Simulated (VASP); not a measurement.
A run of VASP 6.6.1:

Contents of POSCAR:

```
Si2W
1.0
   -0.0968781238      7.2017347002      0.0633028948
   -6.2505941829      0.0968781238      0.1292566322
   -0.1570749975      0.0769268228      7.7481186790
Si W
16 8
Direct
    0.2616752507      0.2896864407      0.8608838757
    0.5021512291      0.5552262148      0.3380697078
    0.7342889363      0.2894949397      0.8349917220
    0.4965833724     -0.0207262034      0.3370198755
    0.7798402807      0.7380708525      0.8230080705
   -0.0181201213      0.5239454657      0.3415945844
    0.9697090895     -0.0333414347      0.3057584220
    0.2321241800      0.2095836981      0.1696540698
    0.5104673849      0.5586082847      0.6673595377
    0.7397870388      0.2563340216      0.1683429237
    0.4990614198     -0.0264221510      0.6783512427
    0.7471742080      0.7596724247      0.1594159409
    0.0074778984     -0.0216248268      0.6548903663
    0.2004912921      0.6989609429      0.5095429520
    0.3395502409      0.2694922226      0.5162083294
    0.7678700378      0.1928593969      0.4770947130
    0.2325800658      0.7253638567      0.8273493140
    0.2424879103      0.7977696448      0.1923743735
    1.0107571597      0.3791832715      0.6486489660
   -0.0119369437      0.4972661227      0.0282245778
    0.9708972906      0.0163489167     -0.0264357906
    0.5206189638      0.5276896183      0.0081936983
    0.5202300308      1.0349838389      0.9944517992
    0.7460733443      0.7752154459      0.5014617494
```

Contents of INCAR.step1:

```
SYSTEM = Si2W
  ALGO = Normal
  EDIFF = 1E-4
  ENCUT = 520
  GGA = PE
  ISMEAR = 0
  ISYM = 0
  LASPH = .TRUE.
  LCHARG = .FALSE.
  LREAL = Auto
  LWAVE = .TRUE.
  NBANDS = 106
  NELM = 80
  PREC = Accurate
  SIGMA = 0.1
```

The input INCAR.step2:

```
SYSTEM = Si2W
  ALGO = Normal
  EDIFF = 1E-6
  ENCUT = 520
  ISIF = 2
  ISMEAR = 0
  ISTART = 1
  ISYM = 0
  LASPH = .TRUE.
  LCHARG = .TRUE.
  LELF = .TRUE.
  LMIXTAU = .TRUE.
  LREAL = Auto
  LVHAR = .TRUE.
  LWAVE = .FALSE.
  METAGGA = R2SCAN
  NBANDS = 106
  NELM = 80
  PREC = Accurate
  SIGMA = 0.1
```

Contents of KPOINTS:

```
Automatic mesh
0
Gamma
  2 2 2
  0.5 0.5 0.5
```

Potentials or basis: VASP PAW PBE potentials, release 64 (Si, W_sv).

The run is started by

```sh
$ cat potpaw_PBE.64/Si/POTCAR potpaw_PBE.64/W_sv/POTCAR > POTCAR
$ cp INCAR.step1 INCAR
$ mpirun -np 1 vasp_std > vasp.out
$ cp INCAR.step2 INCAR
$ mpirun -np 1 vasp_std > vasp.out
```

Hardware: 1 thread of Oxide Virtual Turin-like Processor, on a shared host.

Q: How long does it take, and how much memory?

A: It took 18 min on 1 thread of Oxide Virtual Turin-like Processor, with other jobs on the host, peak memory 0.44 GiB. Counts: k points 4.
